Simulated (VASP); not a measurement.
Be4Se:

```
Be Se
1.0
     3.60427    0.00000    0.00000
     0.00000    3.60427    0.00000
     0.00000    0.00000    4.23823
Be Se
4 1
Direct
  0.28977 0.00000 0.90448
  0.71023 0.00000 0.90448
  0.00000 0.71023 0.09552
  0.00000 0.28977 0.09552
  0.00000 0.00000 0.50000
```

| Item | Value |
| --- | --- |
| Program | VASP 6.6.1 |
| Task | relaxation of cell and atoms |
| Functional | PBE |
| Potentials or basis | VASP PAW PBE potentials, release 64 (Be, Se) |
| Cutoff | 600 eV |
| k mesh | 6 × 6 × 4 |
| Occupations | gaussian, width 0.1 eV |
| Spin | no spin polarisation |

At the start: pressure 63.5 GPa; volume 11.01 Å³/atom.

Task: How do energy, volume and symmetry change on relaxing?

Result: Over 10 steps the energy falls by 1652.5 meV/atom and the volume is 19.29 Å³/atom (+75.2 %); space group P-4m2 (No. 115, to 0.05 Å).

Step by step:
```
step  energy change (eV)  largest force (eV/Å)  pressure (GPa)  volume (Å³)
   1              0.0000                4.7683           63.49        55.06
   2             -7.8348                1.4962            2.04        97.66
   3             -7.8525                1.2741           -0.82       105.48
   4             -7.8667                1.3525            0.20       102.40
   5             -8.1675                0.2947           -2.67       104.80
   6             -8.1718                0.1882           -2.93       105.10
   7             -8.2479                0.0872           -0.97        99.46
   8             -8.2526                0.1768           -0.31        97.86
   9             -8.2614                0.0655           -0.17        96.89
  10             -8.2624                0.0317           -0.10        96.44
```

Final structure:
```
Be Se
1.0
     4.23958    0.00000    0.00000
     0.00000    4.23958    0.00000
     0.00000    0.00000    5.36531
Be Se
4 1
Direct
  0.25271 0.00000 0.85071
  0.74729 0.00000 0.85071
  0.00000 0.74729 0.14929
  0.00000 0.25271 0.14929
  0.00000 0.00000 0.50000
```

Caveat: the volume moved by over 15 % at a fixed basis, so the end points are rough.
